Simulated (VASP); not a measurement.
A run of VASP 6.6.1:

INCAR

```
SYSTEM = C
ALGO = Normal
EDIFF = 1E-6
ENCUT = 600
GGA = PS
GGA_COMPAT = .False.
ISIF = 2
ISMEAR = 0
LASPH = .True.
LCHARG = .True.
LELF = .True.
LREAL = .False.
LVHAR = .True.
LWAVE = .False.
NBANDS = 11
NELM = 120
PREC = Accurate
SIGMA = 0.02
```

Contents of KPOINTS:

```
k-points
0
Gamma
  12 12 12
  0 0 0
```

The input POSCAR:

```
C
1.0
    0.0000000000      1.7768339405      1.7768339405
    1.7768339405      0.0000000000      1.7768339405
    1.7768339405      1.7768339405      0.0000000000
C
2
Direct
    0.0000000000      0.0000000000      0.0000000000
    0.2500000000      0.2500000000      0.2500000000
```

Potentials or basis: VASP PAW PBE potentials, release 64 (C).

Command:

```console
$ cat potpaw_PBE.64/C/POTCAR > POTCAR
$ mpirun -np 1 vasp_std > vasp.out
```

Hardware: 1 thread of Intel(R) Xeon(R) Platinum 8259CL CPU @ 2.50GHz (Skylake/Cascade Lake), with other jobs on the host.

Task: How long does it take, and how much memory?

Result: Wall time 7.1 s on 1 thread of Intel(R) Xeon(R) Platinum 8259CL CPU @ 2.50GHz (Skylake/Cascade Lake), with other jobs on the host, peak memory 0.12 GiB. Counts: scf iterations 11, k points 72.
